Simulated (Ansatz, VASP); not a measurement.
Two plane-wave programs on MgO

```
Mg O
1.0
     0.00000    2.10550    2.10550
     2.10550    0.00000    2.10550
     2.10550    2.10550    0.00000
Mg O
1 1
Direct
  0.00000 0.00000 0.00000
  0.50000 0.50000 0.50000
```

Alike in both runs: task single point; functional PBE; k mesh 8 × 8 × 8; occupations fermi-dirac, width 0.05 eV; no spin polarisation.

|  | VASP | Ansatz |
| --- | --- | --- |
| version | VASP 6.6.1 | Ansatz 0.2.0 |
| potentials or method | VASP PAW PBE potentials, release 64 (Mg_sv, O), cutoff 840 eV | PAW, plane waves, scalar-relativistic |
| valence electrons in the cell | 16 | 16 |

|  | VASP | Ansatz | Ansatz less VASP |
| --- | --- | --- | --- |
| pressure (GPa) | 4.9 | 4.8 | -0.10 |
